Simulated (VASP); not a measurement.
# InAs in VASP: further runs, part 2 of 2

VASP 6.6.1. Earlier steps stand in the parts before.

## (3) Single point, PBE

Input file INCAR:

```
PREC     = Accurate       # precision mode
ENCUT    = 520            # plane-wave cutoff, eV
EDIFF    = 1E-6           # SCF threshold, eV
ISMEAR   = 0              # smearing method
SIGMA    = 0.1            # smearing width, eV
LREAL    = F              # projectors in reciprocal space
LASPH    = T              # aspherical terms in the spheres
NELM     = 100            # most SCF steps
ALGO     = Normal         # electronic algorithm
ISIF     = 2              # what is computed and relaxed
LWAVE    = F              # write WAVECAR
LCHARG   = T              # write CHGCAR
GGA      = PE             # functional
LELF     = T              # ELF
LVHAR    = T            
NBANDS   = 16             # bands
```

Input file KPOINTS:

```
Automatic mesh
0
Gamma
  16 16 16
```

Input file POSCAR:

```
InAs
1.0
    0.0000000000      2.8749241415      2.8749241415
    2.8749241415      0.0000000000      2.8749241415
    2.8749241415      2.8749241415      0.0000000000
In As
1 1
Direct
    0.0000000000      0.0000000000      0.0000000000
    0.5000000000      0.5000000000      0.5000000000
```

Potentials or basis: VASP PAW PBE potentials, release 64 (In_d, As).

Launch:

```
cat potpaw_PBE.64/In_d/POTCAR potpaw_PBE.64/As/POTCAR > POTCAR
mpirun -np 1 vasp_std > vasp.out
```

OUTCAR:

```text
PREC = Accurate
   ENCUT = 520
   EDIFF = 1E-6
   ISMEAR = 0
   LREAL = F
   LASPH = T
   NELM = 100
   ISIF = 2
   GGA = PE

 ion  position               nearest neighbor table
   1  0.000  0.000  0.000-   2 2.87   2 2.87   2 2.87   2 2.87   2 2.87   2 2.87
   2  0.500  0.500  0.500-   1 2.87   1 2.87   1 2.87   1 2.87   1 2.87   1 2.87

  LATTYP: Found a face centered cubic cell.
 ALAT       =     5.7498482830

  Lattice vectors:

 A1 = (   0.0000000000,   2.8749241415,   2.8749241415)
 A2 = (   2.8749241415,   0.0000000000,   2.8749241415)
 A3 = (   2.8749241415,   2.8749241415,   0.0000000000)

Analysis of symmetry for initial positions (statically):
=====================================================================
 Subroutine PRICEL returns:
 Original cell was already a primitive cell.

 Routine SETGRP: Setting up the symmetry group for a
 face centered cubic supercell.

 Subroutine GETGRP returns: Found 48 space group operations
 (whereof 48 operations were pure point group operations)
 out of a pool of 48 trial point group operations.

The static configuration has the point symmetry O_h .

Analysis of symmetry for dynamics (positions and initial velocities):
=====================================================================
 Subroutine PRICEL returns:
 Original cell was already a primitive cell.

 Routine SETGRP: Setting up the symmetry group for a
 face centered cubic supercell.

 Subroutine GETGRP returns: Found 48 space group operations
 (whereof 48 operations were pure point group operations)
 out of a pool of 48 trial point group operations.

The dynamic configuration has the point symmetry O_h .

 Subroutine INISYM returns: Found 48 space group operations
 (whereof 48 operations are pure point group operations),
 and found     1 'primitive' translations

----------------------------------------------------------------------------------------

                                     Primitive cell

  volume of cell :      47.5236

  direct lattice vectors                    reciprocal lattice vectors
     0.000000000  2.874924142  2.874924142    -0.173917632  0.173917632  0.173917632
     2.874924142  0.000000000  2.874924142     0.173917632 -0.173917632  0.173917632
     2.874924142  2.874924142  0.000000000     0.173917632  0.173917632 -0.173917632

  length of vectors
     4.065756712  4.065756712  4.065756712     0.301234176  0.301234176  0.301234176

  position of ions in fractional coordinates (direct lattice)
     0.000000000  0.000000000  0.000000000
     0.500000000  0.500000000  0.500000000

  ion indices of the primitive-cell ions
   primitive index   ion index
                 1           1
                 2           2

----------------------------------------------------------------------------------------

 KPOINTS: Automatic mesh

Automatic generation of k-mesh.
 Grid dimensions read from file:
 generate k-points for:   16   16   16

 Generating k-lattice:

  Cartesian coordinates                     Fractional coordinates (reciprocal lattice)
    -0.010869852  0.010869852  0.010869852     0.062500000  0.000000000  0.000000000
     0.010869852 -0.010869852  0.010869852     0.000000000  0.062500000  0.000000000
     0.010869852  0.010869852 -0.010869852     0.000000000  0.000000000  0.062500000

  Length of vectors
     0.018827136  0.018827136  0.018827136

  Shift w.r.t. Gamma in fractional coordinates (k-lattice)
     0.000000000  0.000000000  0.000000000

 Subroutine IBZKPT returns following result:
 ===========================================

 Found    145 irreducible k-points:

 Following reciprocal coordinates:
            Coordinates               Weight
  0.000000  0.000000  0.000000      1.000000
  0.062500  0.000000  0.000000      8.000000
  0.125000  0.000000  0.000000      8.000000
  0.187500  0.000000  0.000000      8.000000
  0.250000  0.000000  0.000000      8.000000
  0.312500  0.000000  0.000000      8.000000
[... 16 lines left out ...]
 -0.125000  0.062500  0.000000     24.000000
 -0.062500  0.062500  0.000000     12.000000
 [... further k-points ...]
   k-points           NKPTS =    145   k-points in BZ     NKDIM =    145   number of bands    NBANDS=     16
   number of dos      NEDOS =    301   number of ions     NIONS =      2
   total plane-waves  NPLWV =  27000
   dimension x,y,z NGX =    30 NGY =   30 NGZ =   30
   dimension x,y,z NGXF=    60 NGYF=   60 NGZF=   60
   ions per type =               1   1
   NGX,Y,Z   is equivalent  to a cutoff of  12.27, 12.27, 12.27 a.u.
   NGXF,Y,Z  is equivalent  to a cutoff of  24.53, 24.53, 24.53 a.u.
 SYSTEM =  unknown system
   PREC   = accura    normal or accurate (medium, high low for compatibility)
   ISTART =      0    job   : 0-new  1-cont  2-samecut
   ICHARG =      2    charge: 1-file 2-atom 10-const
   ISPIN  =      1    spin polarized calculation?
   LNONCOLLINEAR =      F non collinear calculations
   LSORBIT =      F    spin-orbit coupling
   LASPH  =      T    aspherical Exc in radial PAW
   ENCUT  =  520.0 eV  38.22 Ry    6.18 a.u.   7.56  7.56  7.56*2*pi/ulx,y,z
   NELM   =    100;   NELMIN=  2; NELMDL= -5     # of ELM steps
   EDIFF  = 0.1E-05   stopping-criterion for ELM
   LREAL  =      F    real-space projection
   EDIFFG = 0.1E-04   stopping-criterion for IOM
   NSW    =      0    number of steps for IOM
   IBRION =     -1    ionic relax: 0-MD 1-quasi-New 2-CG
   NFREE  =      0    steps in history (QN), initial steepest desc. (CG)
   ISIF   =      2    stress and relaxation
   ISYM   =      2    0-nonsym 1-usesym 2-fastsym
   POTIM  = 0.5000    time-step for ionic-motion
   TEBEG  =    0.0;   TEEND  =   0.0 temperature during run
   PSTRESS=    0.0 pullay stress
   NELECT =      18.0000    total number of electrons
   NUPDOWN=      -1.0000    fix difference up-down
   EMIN   =  10.00;   EMAX   =-10.00  energy-range for DOS
   EFERMI =   0.00;   METHOD = LEGACY
   ISMEAR =     0;   SIGMA  =   0.10  broadening in eV -4-tet -1-fermi 0-gaus
   EFERMI_NEDOS =   21; number of points for ismear=-14 and -15
   IALGO  =     38    algorithm
   IMIX   =      4    mixing-type and parameters
     AMIX     =   0.40;   BMIX     =  1.00
     AMIX_MAG =   1.60;   BMIX_MAG =  1.00
  volume/ion in A,a.u.               =      23.76       160.35
  Fermi-wavevector in a.u.,A,eV,Ry     =   1.184484  2.238351 19.089013  1.403003
  Thomas-Fermi vector in A             =   2.320697
   LORBIT       =      0    0 simple, 1 ext, 2 COOP (PROOUT), +10 PAW based schemes
   GGA     = PE    functional components
   LHFCALC =     F    Hartree Fock is set to
   AEXX    =    0.0000 exact exchange contribution
   IVDW    =     0    specifies the selected vdW correction
   LEPSILON=     F    determine dielectric tensor
   LRPA    =     F    only Hartree local field effects (RPA)
 non-spin polarized calculation
 Gauss-broadening in eV      SIGMA  =   0.10
  energy-cutoff  :      520.00
  volume of cell :       47.52
 maximum number of plane-waves:      1303
   NGX = 15   NGY = 15   NGZ = 15

 number of electron      18.0000001 magnetization

 Free energy of the ion-electron system (eV)
  ---------------------------------------------------
  ext. energy  EPLUGINS =         0.00000000
  ---------------------------------------------------
  free energy    TOTEN  =        -7.32052867 eV

  energy without entropy =       -7.31285560  energy(sigma->0) =       -7.31669213

 E-fermi :   5.9219     XC(G=0): -10.1080

 val. band max:        5.9077049769   @ k =  -0.3125   0.1875   0.0000
 cond. band min:       5.9238727002   @ k =  -0.4375   0.3125   0.0000
 fundamental gap:      0.0161677233
 Fermi energy:         5.9218857478

 k-point     1 :       0.0000    0.0000    0.0000
  band No.  band energies     occupation
      1      -8.3708      2.00000
      2      -8.3708      2.00000
      3      -8.3504      2.00000
      4      -8.3504      2.00000
      5      -8.3504      2.00000
      6      -6.1633      2.00000
[... 8 lines left out ...]
     15      13.4536      0.00000
     16      13.4536      0.00000

 k-point     2 :       0.0625    0.0000    0.0000
  band No.  band energies     occupation
      1      -8.3722      2.00000
      2      -8.3722      2.00000
      3      -8.3504      2.00000
      4      -8.3488      2.00000
      5      -8.3488      2.00000
      6      -6.1209      2.00000
[... 8 lines left out ...]
     15      13.4186      0.00000
     16      13.5748      0.00000
[... 387 lines left out ...]
      5      -8.3369      2.00000
      6      -5.8969      2.00000
[... 8 lines left out ...]
     15      13.8636      0.00000
     16      14.4137      0.00000

 k-point    24 :      -0.0625    0.0625    0.0000
  band No.  band energies     occupation
      1      -8.3771      2.00000
      2      -8.3726      2.00000
      3      -8.3510      2.00000
      4      -8.3471      2.00000
      5      -8.3444      2.00000
      6      -6.0503      2.00000
[... 8 lines left out ...]
     15      13.8576      0.00000
     16      13.9186      0.00000

 [... further k-points ...]
[... 5 lines left out ...]
  --------------------------------------------------------------------------------------
  -------------------------------------------------------------------------------------
  Total        0.0257008      0.0257008      0.0257008      0.0000000      0.0000000     -0.0000000
  in kB        0.8664601      0.8664601      0.8664601      0.0000000      0.0000000     -0.0000000
  external PRESSURE =       0.8664601 kB  Pullay stress =       0.0000000 kB

 VOLUME and BASIS-vectors are now :
 -----------------------------------------------------------------------------
  energy-cutoff  :      520.00
  volume of cell :       47.52
      direct lattice vectors                 reciprocal lattice vectors
     0.000000000  2.874924142  2.874924142    -0.173917632  0.173917632  0.173917632
     2.874924142  0.000000000  2.874924142     0.173917632 -0.173917632  0.173917632
     2.874924142  2.874924142  0.000000000     0.173917632  0.173917632 -0.173917632

 POSITION                                       TOTAL-FORCE (eV/Angst)
 -----------------------------------------------------------------------------------
      0.00000      0.00000      0.00000         0.000000      0.000000     -0.000000
      2.87492      2.87492      2.87492        -0.000000     -0.000000      0.000000
 -----------------------------------------------------------------------------------
    total drift:                               -0.000000      0.000000      0.000000

  FREE ENERGIE OF THE ION-ELECTRON SYSTEM (eV)
  ---------------------------------------------------
  free  energy   TOTEN  =        -7.3205286683 eV

  energy  without entropy=       -7.3128555950  energy(sigma->0) =       -7.31669213
```

It took 2.7 min on 1 thread of AMD EPYC 7R43 (Zen 3), shared host; peak memory 0.21 GiB.

What came out:

* Free energy: -7.3205 eV
* Pressure: 0.1 GPa
* Band gap on the k mesh: zero (band 9 reaches 6.32 eV, above the bottom of band 10 at 3.72 eV)

Caveat: spin-orbit coupling is left out, which moves the levels of the heavy elements.

## (4) Relaxation of cell and atoms, PBE

Input file INCAR:

```
SYSTEM = InAs
ALGO = Normal
EDIFF = 1E-7
EDIFFG = -0.01
ENCUT = 600
GGA = PE
IBRION = 2
ISIF = 3
ISMEAR = 0
LASPH = .TRUE.
LCHARG = .FALSE.
LREAL = .FALSE.
LWAVE = .FALSE.
NELM = 60
NSW = 100
PREC = Accurate
SIGMA = 0.1
```

Input file KPOINTS:

```
k-points
0
G
  16 16 16
  0 0 0
```

Input file POSCAR:

```
InAs
1.0
    0.0000000000      2.8767389169      2.8767389169
    2.8767389169      0.0000000000      2.8767389169
    2.8767389169      2.8767389169      0.0000000000
In As
1 1
Direct
    0.0000000000      0.0000000000      0.0000000000
    0.5000000000      0.5000000000      0.5000000000
```

Potentials or basis: VASP PAW PBE potentials, release 64 (In_d, As).

Launch:

```
cat potpaw_PBE.64/In_d/POTCAR potpaw_PBE.64/As/POTCAR > POTCAR
mpirun -np 1 vasp_std > vasp.out
```

OUTCAR:

```text
SYSTEM = InAs
   EDIFF = 1E-7
   EDIFFG = -0.01
   ENCUT = 600
   GGA = PE
   IBRION = 2
   ISIF = 3
   ISMEAR = 0
   LASPH = .TRUE.
   LREAL = .FALSE.
   NELM = 60
   NSW = 100
   PREC = Accurate

 ion  position               nearest neighbor table
   1  0.000  0.000  0.000-   2 2.88   2 2.88   2 2.88   2 2.88   2 2.88   2 2.88
   2  0.500  0.500  0.500-   1 2.88   1 2.88   1 2.88   1 2.88   1 2.88   1 2.88

  LATTYP: Found a face centered cubic cell.
 ALAT       =     5.7534778338

  Lattice vectors:

[... 565 lines left out ...]
      9       5.8536      1.49729
     10       6.9831      0.00000
     11      12.1949      0.00000
     12      12.3240      0.00000
     13      12.3266      0.00000

 [... further k-points ...]
[... 5 lines left out ...]
  --------------------------------------------------------------------------------------
  -------------------------------------------------------------------------------------
  Total        0.0040308      0.0040308      0.0040308      0.0000000      0.0000000     -0.0000000
  in kB        0.1356362      0.1356362      0.1356362      0.0000000      0.0000000     -0.0000000
  external PRESSURE =       0.1356362 kB  Pullay stress =       0.0000000 kB

 VOLUME and BASIS-vectors are now :
 -----------------------------------------------------------------------------
  energy-cutoff  :      600.00
  volume of cell :       47.61
      direct lattice vectors                 reciprocal lattice vectors
     0.000000000  2.876738917  2.876738917    -0.173807917  0.173807917  0.173807917
     2.876738917  0.000000000  2.876738917     0.173807917 -0.173807917  0.173807917
     2.876738917  2.876738917  0.000000000     0.173807917  0.173807917 -0.173807917

 POSITION                                       TOTAL-FORCE (eV/Angst)
 -----------------------------------------------------------------------------------
      0.00000      0.00000      0.00000         0.000000      0.000000      0.000000
      2.87674      2.87674      2.87674         0.000000      0.000000     -0.000000
 -----------------------------------------------------------------------------------
    total drift:                               -0.000000      0.000000      0.000000

  FREE ENERGIE OF THE ION-ELECTRON SYSTEM (eV)
  ---------------------------------------------------
  free  energy   TOTEN  =        -7.3205890579 eV

  energy  without entropy=       -7.3129086324  energy(sigma->0) =       -7.31674885

 reached required accuracy - stopping structural energy minimisation
```

Wall time 3.7 min (1 thread of Intel Xeon 8259CL, shared host); peak memory 0.29 GiB.

What came out:

```
Free energy             : -7.3206 eV
Pressure after relaxing : 0.0 GPa
Band gap on the k mesh  : zero (band 9 reaches 6.30 eV, above the bottom of band 10 at 3.70 eV)
```

Final structure:
```
In As
1.0
     0.00000    2.87674    2.87674
     2.87674    0.00000    2.87674
     2.87674    2.87674    0.00000
In As
1 1
Cartesian
  0.0000 0.0000 0.0000
  2.8767 2.8767 2.8767
```

Levels at points of the mesh, in eV from the Fermi level:
```tsv
k point	band 6	band 7	band 8	band 9	band 10	band 11	band 12	band 13
(0.00, 0.00, 0.00)	-12.07	-0.63	-0.17	-0.17	-0.17	7.20	7.20	7.20
(0.50, 0.00, 0.00)	-10.41	-6.48	0.21	0.21	2.16	3.30	3.30	4.43
(0.50, 0.50, 0.00)	-9.53	-4.67	-2.90	-2.20	-2.20	3.91	9.22	9.22
```

Caveat: the relaxation stopped at its first step, so nothing moved; spin-orbit coupling is left out, which moves the levels of the heavy elements.

## (5) The runs side by side

```tsv
task	cell	k mesh	cutoff (eV)	gap on the mesh (eV)	pressure (GPa)
single point	a = 4.068 Å, angles 120.0, 120.0, 90.0°, 2 atoms	6 × 6 × 6	520	none	0.0
single point	a = 4.066 Å, angles 60.0°, 2 atoms	16 × 16 × 16	520	none	0.1
relaxation of cell and atoms	relaxed from a = 4.068 Å, angles 60.0°, 2 atoms	16 × 16 × 16	600	none	0.0
```

Alike in all rows: level PBE; potentials or basis VASP PAW PBE potentials, release 64 (In_d, As); no spin polarisation; smearing gaussian 0.1 eV.

Caveats: some runs use coarse meshes; spin-orbit coupling is left out, which moves the levels of the heavy elements; the relaxation stopped at its first step, so nothing moved (some runs).

Total energies depend on the potentials used, so only differences within one code and one set of settings carry meaning.
